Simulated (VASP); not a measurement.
The system is MgSi4N2.

```
Mg Si N
1.0
    -3.60854    0.01483   -0.02032
    -1.76490   -3.28663    4.57057
    -1.79237    3.26028    4.54035
Mg Si N
1 4 2
Cartesian
  -0.0486 -0.0173 -0.0409
  -3.6248 -1.2583 6.1179
  -3.5572 1.2833 2.9333
  -3.5423 1.2340 6.1895
  -3.5041 -1.2255 2.8872
  -3.6166 1.8445 4.5572
  -3.6037 -1.8952 4.6276
```

| Quantity | Value |
| --- | --- |
| Program | VASP 6.6.1 |
| Task | relaxation of cell and atoms |
| Functional | PBE |
| Potentials or basis | VASP PAW PBE potentials, release 64 (Mg, Si, N) |
| Cutoff | 600 eV |
| k mesh | 6 × 6 × 6 |
| Occupations | gaussian, width 0.2 eV |
| Spin | no spin polarisation |

At the start: pressure -0.1 GPa; volume 15.41 Å³/atom.

**Question.** How do energy, volume and symmetry change on relaxing?

**Answer.** Over 23 steps the energy falls by 76.3 meV/atom and the volume is 15.04 Å³/atom (-2.4 %); space group P1 (No. 1, to 0.1 Å) before, Immm (No. 71, to 0.1 Å).

The path:
```
step  energy change (eV)  largest force (eV/Å)  pressure (GPa)  volume (Å³)
   1              0.0000                4.4511           -0.12       107.85
   2              0.1999                5.1664           -0.54       107.61
   3             -0.4019                0.9767           -2.56       107.77
   4             -0.4023                0.9944           -2.54       107.77
   5             -0.4905                0.8260            1.74       104.41
   6             -0.4995                0.7385            0.66       105.18
   7             -0.5125                0.7563           -0.10       105.34
   8             -0.5208                0.2315            0.13       105.28
   9             -0.5272                0.1412           -0.14       105.45
  10             -0.5278                0.1824           -0.24       105.52
  11             -0.5302                0.1041            0.11       105.31
  12             -0.5302                0.1032            0.11       105.31
  13             -0.5319                0.0765           -0.04       105.31
  14             -0.5320                0.0923           -0.08       105.32
  15             -0.5327                0.0602            0.02       105.21
  16             -0.5328                0.0883            0.06       105.17
  17             -0.5334                0.0371            0.10       105.15
  18             -0.5334                0.0403            0.11       105.14
  19             -0.5337                0.0331            0.02       105.24
  20             -0.5338                0.0422           -0.11       105.37
  21             -0.5340                0.0283           -0.01       105.33
  22             -0.5340                0.0261           -0.02       105.33
  23             -0.5341                0.0205            0.00       105.29
```

Final structure:
```yaml
crystal:
  lattice:
    - [-3.54526, -0.00011, 0.00020]
    - [-1.77263, -3.30027, 4.50053]
    - [-1.77288, 3.30019, 4.49904]
  atoms:
    - { symbol: Mg, position: [0.00405, 0.99987, 0.00088] }
    - { symbol: Si, position: [0.31854, 0.86037, 0.49518] }
    - { symbol: Si, position: [0.67393, 0.13964, 0.50477] }
    - { symbol: Si, position: [0.31832, 0.49529, 0.86019] }
    - { symbol: Si, position: [0.67392, 0.50483, 0.13923] }
    - { symbol: N, position: [0.50565, 0.21151, 0.78840] }
    - { symbol: N, position: [0.50558, 0.78849, 0.21136] }
```
